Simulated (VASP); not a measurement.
# BiTe (Fmmm) in VASP: a series of runs

The runs below take BiTe through single point, with PBE.

All numbers are computed with VASP 6.6.1; they aren't measurements. Logs are shortened: lines on timing, memory, paths and dates and some standing lists are left out, and cuts for length are marked.

## (1) The cell of the first run

Symmetry: Fmmm, No. 69, orthorhombic system. Conventional cell: a = 6.259 Å, b = 6.502 Å, c = 6.746 Å, α = 90.00°, β = 90.00°, γ = 90.00°. Within 4.1 Å of Bi (site symmetry mmm) lie 6 Te at 3.13 to 3.37 Å. Within 4.1 Å of Te (site symmetry mmm) lie 6 Bi at 3.13 to 3.37 Å.

## (2) Single point, PBE (strain +0.0375 x Voigt [1, -1, 0, 0, 0, 0])

INCAR

```
PREC     = Accurate       # precision mode
ENCUT    = 520            # plane-wave cutoff, eV
EDIFF    = 1E-7           # SCF threshold, eV
ISMEAR   = 0              # smearing method
SIGMA    = 0.15           # smearing width, eV
LREAL    = F              # projectors in reciprocal space
LASPH    = T              # aspherical terms in the spheres
NELM     = 60             # most SCF steps
ALGO     = Normal         # electronic algorithm
ISIF     = 2              # what is computed and relaxed
LWAVE    = F              # write WAVECAR
LCHARG   = F              # write CHGCAR
GGA      = PE             # functional
NBANDS   = 18             # bands
```

KPOINTS

```
regular mesh
0
Gamma
  16 16 16
```

POSCAR

```
BiTe
1.0
    0.0000000000      3.1292743808      3.2511941619
    3.3731139430      0.0000000000      3.2511941619
    3.3731139430      3.1292743808      0.0000000000
Bi Te
1 1
Direct
    0.0000000000      0.0000000000      0.0000000000
    0.5000000000      0.5000000000      0.5000000000
```

Potentials or basis: VASP PAW PBE potentials, release 64 (Bi_d, Te).

Started as:

```console
$ cat potpaw_PBE.64/Bi_d/POTCAR potpaw_PBE.64/Te/POTCAR > POTCAR
$ mpirun -np 1 vasp_std > vasp.out
```

OUTCAR:

```text
PREC = Accurate
   ENCUT = 520
   EDIFF = 1E-7
   ISMEAR = 0
   LREAL = F
   LASPH = T
   NELM = 60
   ISIF = 2
   GGA = PE

 ion  position               nearest neighbor table
   1  0.000  0.000  0.000-   2 3.13   2 3.13   2 3.25   2 3.25   2 3.37   2 3.37
   2  0.500  0.500  0.500-   1 3.13   1 3.13   1 3.25   1 3.25   1 3.37   1 3.37

  LATTYP: Found a face centered orthorhombic cell.
 ALAT       =     6.2585487616
 B/A-ratio  =     1.0389610390
 C/A-ratio  =     1.0779220779

  Lattice vectors:

 A1 = (  -3.3731139430,   0.0000000000,  -3.2511941619)
 A2 = (  -3.3731139430,   3.1292743808,   0.0000000000)
 A3 = (   0.0000000000,   3.1292743808,  -3.2511941619)

Analysis of symmetry for initial positions (statically):
=====================================================================
 Subroutine PRICEL returns:
 Original cell was already a primitive cell.

 Routine SETGRP: Setting up the symmetry group for a
 face centered orthorhombic supercell.

 Subroutine GETGRP returns: Found  8 space group operations
 (whereof  8 operations were pure point group operations)
 out of a pool of  8 trial point group operations.

The static configuration has the point symmetry D_2h.

Analysis of symmetry for dynamics (positions and initial velocities):
=====================================================================
 Subroutine PRICEL returns:
 Original cell was already a primitive cell.

 Routine SETGRP: Setting up the symmetry group for a
 face centered orthorhombic supercell.

 Subroutine GETGRP returns: Found  8 space group operations
 (whereof  8 operations were pure point group operations)
 out of a pool of  8 trial point group operations.

The dynamic configuration has the point symmetry D_2h.

 Subroutine INISYM returns: Found  8 space group operations
 (whereof  8 operations are pure point group operations),
 and found     1 'primitive' translations

----------------------------------------------------------------------------------------

                                     Primitive cell

  volume of cell :      68.6353

  direct lattice vectors                    reciprocal lattice vectors
     0.000000000  3.129274381  3.251194162    -0.148230984  0.159781451  0.153789646
     3.373113943  0.000000000  3.251194162     0.148230984 -0.159781451  0.153789646
     3.373113943  3.129274381  0.000000000     0.148230984  0.159781451 -0.153789646

  length of vectors
     4.512496164  4.684886461  4.601114628     0.266746681  0.266746681  0.266746681

  position of ions in fractional coordinates (direct lattice)
     0.000000000  0.000000000  0.000000000
     0.500000000  0.500000000  0.500000000

  ion indices of the primitive-cell ions
   primitive index   ion index
                 1           1
                 2           2

----------------------------------------------------------------------------------------

 KPOINTS: regular mesh

Automatic generation of k-mesh.
 Grid dimensions read from file:
 generate k-points for:   16   16   16

 Generating k-lattice:

  Cartesian coordinates                     Fractional coordinates (reciprocal lattice)
    -0.009264437  0.009986341  0.009611853     0.062500000 -0.000000000  0.000000000
     0.009264437 -0.009986341  0.009611853    -0.000000000  0.062500000  0.000000000
     0.009264437  0.009986341 -0.009611853     0.000000000  0.000000000  0.062500000

  Length of vectors
     0.016671668  0.016671668  0.016671668

  Shift w.r.t. Gamma in fractional coordinates (k-lattice)
     0.000000000  0.000000000  0.000000000

 Subroutine IBZKPT returns following result:
 ===========================================

 Found    621 irreducible k-points:

 Following reciprocal coordinates:
            Coordinates               Weight
  0.000000  0.000000  0.000000      1.000000
  0.062500  0.000000  0.000000      8.000000
  0.125000  0.000000  0.000000      8.000000
  0.187500  0.000000  0.000000      8.000000
  0.250000  0.000000  0.000000      8.000000
  0.312500  0.000000  0.000000      8.000000
[... 16 lines left out ...]
 -0.125000  0.062500 -0.000000      8.000000
 -0.062500  0.062500 -0.000000      4.000000
 [... further k-points ...]
   k-points           NKPTS =    621   k-points in BZ     NKDIM =    621   number of bands    NBANDS=     18
   number of dos      NEDOS =    301   number of ions     NIONS =      2
   total plane-waves  NPLWV =  46656
   dimension x,y,z NGX =    36 NGY =   36 NGZ =   36
   dimension x,y,z NGXF=    72 NGYF=   72 NGZF=   72
   ions per type =               1   1
   NGX,Y,Z   is equivalent  to a cutoff of  13.26, 12.77, 13.01 a.u.
   NGXF,Y,Z  is equivalent  to a cutoff of  26.53, 25.55, 26.01 a.u.
 SYSTEM =  unknown system
   PREC   = accura    normal or accurate (medium, high low for compatibility)
   ISTART =      0    job   : 0-new  1-cont  2-samecut
   ICHARG =      2    charge: 1-file 2-atom 10-const
   ISPIN  =      1    spin polarized calculation?
   LNONCOLLINEAR =      F non collinear calculations
   LSORBIT =      F    spin-orbit coupling
   LASPH  =      T    aspherical Exc in radial PAW
   ENCUT  =  520.0 eV  38.22 Ry    6.18 a.u.   8.39  8.71  8.56*2*pi/ulx,y,z
   NELM   =     60;   NELMIN=  2; NELMDL= -5     # of ELM steps
   EDIFF  = 0.1E-06   stopping-criterion for ELM
   LREAL  =      F    real-space projection
   EDIFFG = 0.1E-05   stopping-criterion for IOM
   NSW    =      0    number of steps for IOM
   IBRION =     -1    ionic relax: 0-MD 1-quasi-New 2-CG
   NFREE  =      0    steps in history (QN), initial steepest desc. (CG)
   ISIF   =      2    stress and relaxation
   ISYM   =      2    0-nonsym 1-usesym 2-fastsym
   POTIM  = 0.5000    time-step for ionic-motion
   TEBEG  =    0.0;   TEEND  =   0.0 temperature during run
   PSTRESS=    0.0 pullay stress
   NELECT =      21.0000    total number of electrons
   NUPDOWN=      -1.0000    fix difference up-down
   EMIN   =  10.00;   EMAX   =-10.00  energy-range for DOS
   EFERMI =   0.00;   METHOD = LEGACY
   ISMEAR =     0;   SIGMA  =   0.15  broadening in eV -4-tet -1-fermi 0-gaus
   EFERMI_NEDOS =   21; number of points for ismear=-14 and -15
   IALGO  =     38    algorithm
   IMIX   =      4    mixing-type and parameters
     AMIX     =   0.40;   BMIX     =  1.00
     AMIX_MAG =   1.60;   BMIX_MAG =  1.00
  volume/ion in A,a.u.               =      34.32       231.59
  Fermi-wavevector in a.u.,A,eV,Ry     =   1.103144  2.084639 16.557283  1.216926
  Thomas-Fermi vector in A             =   2.239597
   LORBIT       =      0    0 simple, 1 ext, 2 COOP (PROOUT), +10 PAW based schemes
   GGA     = PE    functional components
   LHFCALC =     F    Hartree Fock is set to
   AEXX    =    0.0000 exact exchange contribution
   IVDW    =     0    specifies the selected vdW correction
   LEPSILON=     F    determine dielectric tensor
   LRPA    =     F    only Hartree local field effects (RPA)
 non-spin polarized calculation
 Gauss-broadening in eV      SIGMA  =   0.15
  energy-cutoff  :      520.00
  volume of cell :       68.64
 maximum number of plane-waves:      1880
 NGX is ok and might be reduce to    36
   NGX = 17   NGY = 17   NGZ = 17

 number of electron      20.9999997 magnetization

 Free energy of the ion-electron system (eV)
  ---------------------------------------------------
  ext. energy  EPLUGINS =         0.00000000
  ---------------------------------------------------
  free energy    TOTEN  =        -7.13246607 eV

  energy without entropy =       -7.11501315  energy(sigma->0) =       -7.12373961

 E-fermi :   6.4888     XC(G=0):  -9.3686

 val. band max:        6.4859697591   @ k =  -0.1875   0.0625   0.0000
 cond. band min:       6.4892382571   @ k =   0.5000   0.2500   0.2500
 fundamental gap:      0.0032684981
 Fermi energy:         6.4887816307

 k-point     1 :       0.0000    0.0000    0.0000
  band No.  band energies     occupation
      1     -16.6932      2.00000
      2     -16.6843      2.00000
      3     -16.6700      2.00000
      4     -16.6512      2.00000
      5     -16.6500      2.00000
      6      -6.9804      2.00000
[... 10 lines left out ...]
     17      11.9677      0.00000
     18      12.9984      0.00000

 k-point     2 :       0.0625    0.0000    0.0000
  band No.  band energies     occupation
      1     -16.6934      2.00000
      2     -16.6841      2.00000
      3     -16.6699      2.00000
      4     -16.6512      2.00000
      5     -16.6500      2.00000
      6      -6.9461      2.00000
[... 10 lines left out ...]
     17      12.1798      0.00000
     18      13.2030      0.00000

 k-point     3 :       0.1250    0.0000    0.0000
  band No.  band energies     occupation
      1     -16.6939      2.00000
      2     -16.6835      2.00000
      3     -16.6695      2.00000
      4     -16.6513      2.00000
      5     -16.6497      2.00000
      6      -6.8433      2.00000
[... 10 lines left out ...]
     17      12.7377      0.00000
     18      13.7651      0.00000

 k-point     4 :       0.1875    0.0000    0.0000
  band No.  band energies     occupation
      1     -16.6947      2.00000
      2     -16.6827      2.00000
      3     -16.6689      2.00000
      4     -16.6512      2.00000
      5     -16.6493      2.00000
      6      -6.6732      2.00000
[... 375 lines left out ...]
      4     -16.6512      2.00000
      5     -16.6494      2.00000
      6      -6.5722      2.00000
[... 10 lines left out ...]
     17      13.8577      0.00000
     18      14.4234      0.00000

 k-point    23 :      -0.1250    0.0625   -0.0000
  band No.  band energies     occupation
      1     -16.6943      2.00000
      2     -16.6834      2.00000
      3     -16.6687      2.00000
      4     -16.6513      2.00000
      5     -16.6497      2.00000
      6      -6.7637      2.00000
[... 10 lines left out ...]
     17      13.1315      0.00000
     18      13.6380      0.00000

 k-point    24 :      -0.0625    0.0625   -0.0000
  band No.  band energies     occupation
      1     -16.6937      2.00000
      2     -16.6840      2.00000
      3     -16.6694      2.00000
      4     -16.6513      2.00000
      5     -16.6499      2.00000
      6      -6.8888      2.00000
[... 10 lines left out ...]
     17      12.5803      0.00000
     18      13.1636      0.00000

 [... further k-points ...]

------------------------ aborting loop because EDIFF is reached ----------------------------------------

  FORCE on cell =-STRESS in cart. coord.  units (eV):
  Direction    XX          YY          ZZ          XY          YZ          ZX
  --------------------------------------------------------------------------------------
  -------------------------------------------------------------------------------------
  Total       -1.0524994      1.5926565      0.0228352      0.0000000      0.0000000      0.0000000
  in kB      -24.5688528     37.1779237      0.5330506      0.0000000      0.0000000      0.0000000
  external PRESSURE =       4.3807072 kB  Pullay stress =       0.0000000 kB

 VOLUME and BASIS-vectors are now :
 -----------------------------------------------------------------------------
  energy-cutoff  :      520.00
  volume of cell :       68.64
      direct lattice vectors                 reciprocal lattice vectors
     0.000000000  3.129274381  3.251194162    -0.148230984  0.159781451  0.153789646
     3.373113943  0.000000000  3.251194162     0.148230984 -0.159781451  0.153789646
     3.373113943  3.129274381  0.000000000     0.148230984  0.159781451 -0.153789646

 POSITION                                       TOTAL-FORCE (eV/Angst)
 -----------------------------------------------------------------------------------
      0.00000      0.00000      0.00000         0.000000      0.000000     -0.000000
      3.37311      3.12927      3.25119         0.000000      0.000000      0.000000
 -----------------------------------------------------------------------------------
    total drift:                               -0.000000      0.000000      0.000000

  FREE ENERGIE OF THE ION-ELECTRON SYSTEM (eV)
  ---------------------------------------------------
  free  energy   TOTEN  =        -7.1324660678 eV

  energy  without entropy=       -7.1150131491  energy(sigma->0) =       -7.12373961
```

Wall time 18 min (1 thread of Intel Xeon 8259CL, shared host); peak memory 0.82 GiB.

Results:

```
Free energy            : -7.1325 eV
Pressure               : 0.4 GPa
Band gap on the k mesh : zero (an odd number of electrons rules out a gap without spin polarisation)
```

Caveat: the cell differs from its parent crystal (strain +0.0375 x Voigt [1, -1, 0, 0, 0, 0]); the stress differs along the axes, from -2 to 4 GPa; spin-orbit coupling is left out, which moves the levels of the heavy elements.

## (3) Single point, PBE (strain -0.0750 x Voigt [1, -1, 0, 0, 0, 0])

INCAR

```
SYSTEM = BiTe
ALGO = Normal
EDIFF = 1E-6
ENCUT = 520
GGA = PE
ISIF = 2
ISMEAR = 0
LASPH = .TRUE.
LCHARG = .FALSE.
LREAL = .FALSE.
LWAVE = .FALSE.
NBANDS = 18
NELM = 60
PREC = Accurate
SIGMA = 0.15
```

KPOINTS

```
k-points
0
G
  16 16 16
  0 0 0
```

POSCAR

```
BiTe
1.0
    0.0000000000      3.4950337240      3.2511941619
    3.0073545998      0.0000000000      3.2511941619
    3.0073545998      3.4950337240      0.0000000000
Bi Te
1 1
Direct
    0.0000000000      0.0000000000      0.0000000000
    0.5000000000      0.5000000000      0.5000000000
```

Potentials or basis: VASP PAW PBE potentials, release 64 (Bi_d, Te).

Started as:

```console
$ cat potpaw_PBE.64/Bi_d/POTCAR potpaw_PBE.64/Te/POTCAR > POTCAR
$ mpirun -np 1 vasp_std > vasp.out
```

OUTCAR:

```text
SYSTEM = BiTe
   EDIFF = 1E-6
   ENCUT = 520
   GGA = PE
   ISIF = 2
   ISMEAR = 0
   LASPH = .TRUE.
   LREAL = .FALSE.
   NELM = 60
   PREC = Accurate

 ion  position               nearest neighbor table
   1  0.000  0.000  0.000-   2 3.01   2 3.01   2 3.25   2 3.25   2 3.50   2 3.50
   2  0.500  0.500  0.500-   1 3.01   1 3.01   1 3.25   1 3.25   1 3.50   1 3.50

  LATTYP: Found a face centered orthorhombic cell.
 ALAT       =     6.0147091996
 B/A-ratio  =     1.0810810811
 C/A-ratio  =     1.1621621621

  Lattice vectors:

[... 192 lines left out ...]
      6      -7.0698      2.00000
[... 481 lines left out ...]
      5     -16.6172      2.00000
      6      -6.9768      2.00000
[... 10 lines left out ...]
     17      11.9069      0.00000
     18      13.0819      0.00000

 [... further k-points ...]
[... 5 lines left out ...]
  --------------------------------------------------------------------------------------
  -------------------------------------------------------------------------------------
  Total        3.6914200     -1.4915869      0.1387033      0.0000000      0.0000000     -0.0000000
  in kB       86.5356637    -34.9663438      3.2515348      0.0000000      0.0000000     -0.0000000
  external PRESSURE =      18.2736182 kB  Pullay stress =       0.0000000 kB

 VOLUME and BASIS-vectors are now :
 -----------------------------------------------------------------------------
  energy-cutoff  :      520.00
  volume of cell :       68.35
      direct lattice vectors                 reciprocal lattice vectors
     0.000000000  3.495033724  3.251194162    -0.166259077  0.143060136  0.153789646
     3.007354600  0.000000000  3.251194162     0.166259077 -0.143060136  0.153789646
     3.007354600  3.495033724  0.000000000     0.166259077  0.143060136 -0.153789646

 POSITION                                       TOTAL-FORCE (eV/Angst)
 -----------------------------------------------------------------------------------
      0.00000      0.00000      0.00000         0.000000     -0.000000      0.000000
      3.00735      3.49503      3.25119        -0.000000      0.000000     -0.000000
 -----------------------------------------------------------------------------------
    total drift:                               -0.000000      0.000000      0.000000

  FREE ENERGIE OF THE ION-ELECTRON SYSTEM (eV)
  ---------------------------------------------------
  free  energy   TOTEN  =        -6.9825510187 eV

  energy  without entropy=       -6.9653312313  energy(sigma->0) =       -6.97394113
```

OSZICAR:

```text
N       E                     dE             d eps       ncg     rms          rms(c)
DAV:   1     0.159645681095E+03    0.15965E+03   -0.98288E+03 22372   0.112E+03
DAV:   2     0.507373560573E+01   -0.15457E+03   -0.15056E+03 24146   0.305E+02
DAV:   3    -0.666997288316E+01   -0.11744E+02   -0.11619E+02 27508   0.892E+01
DAV:   4    -0.699895835629E+01   -0.32899E+00   -0.32840E+00 27468   0.161E+01
DAV:   5    -0.701287316253E+01   -0.13915E-01   -0.13914E-01 31492   0.307E+00    0.593E+00
DAV:   6    -0.697894482311E+01    0.33928E-01   -0.11024E-01 32728   0.204E+00    0.367E+00
DAV:   7    -0.698247085714E+01   -0.35260E-02   -0.29467E-02 25550   0.866E-01    0.696E-01
DAV:   8    -0.698241883061E+01    0.52027E-04   -0.44853E-03 28114   0.454E-01    0.121E-01
DAV:   9    -0.698254661524E+01   -0.12778E-03   -0.40177E-04 25812   0.119E-01    0.381E-02
DAV:  10    -0.698254964999E+01   -0.30347E-05   -0.16939E-05 29874   0.244E-02    0.246E-02
DAV:  11    -0.698255125308E+01   -0.16031E-05   -0.12064E-05 24808   0.237E-02    0.333E-03
DAV:  12    -0.698255101869E+01    0.23439E-06   -0.16747E-06 19576   0.105E-02
   1 F= -.69825510E+01 E0= -.69739411E+01  d E =-.172198E-01
```

stdout:

```text
POSCAR found type information on POSCAR BiTe
 POSCAR found :  2 types and       2 ions
 scaLAPACK will be used
 LDA part: xc-table for (Slater+PW92), standard interpolation
 POSCAR, INCAR and KPOINTS ok, starting setup
 FFT: planning ... GRIDC
 FFT: planning ... GRID_SOFT
 FFT: planning ... GRID
 WAVECAR not read
 entering main loop
```

Wall time 14 min (1 thread of Intel Xeon 8259CL, shared host); peak memory 0.78 GiB.

Results:

```
Free energy            : -6.9826 eV
Pressure               : 1.8 GPa
Band gap on the k mesh : zero (an odd number of electrons rules out a gap without spin polarisation)
```

Stress tensor (GPa, compression positive):
```
 8.65  0.00  0.00
 0.00 -3.50  0.00
 0.00  0.00  0.33
```

Levels at points of the mesh, in eV from the Fermi level:
| k point | band 8 | band 9 | band 10 | band 11 | band 12 | band 13 |
| --- | --- | --- | --- | --- | --- | --- |
| (0.00, 0.00, 0.00) | -3.58 | -2.45 | -1.66 | 0.66 | 1.97 | 4.04 |
| (0.50, 0.00, 0.00) | -2.12 | -1.93 | -1.23 | -1.08 | -0.72 | -0.18 |
| (0.50, 0.50, 0.00) | -5.68 | -4.95 | -3.01 | 1.88 | 2.39 | 4.92 |
| (0.50, 0.00, 0.50) | -5.39 | -4.47 | -3.39 | 2.44 | 2.84 | 3.97 |
| (0.00, 0.50, 0.50) | -5.96 | -4.57 | -3.71 | 2.15 | 2.62 | 4.11 |

Caveat: the cell differs from its parent crystal (strain -0.0750 x Voigt [1, -1, 0, 0, 0, 0]); the stress differs along the axes, from -3 to 9 GPa; spin-orbit coupling is left out, which moves the levels of the heavy elements.
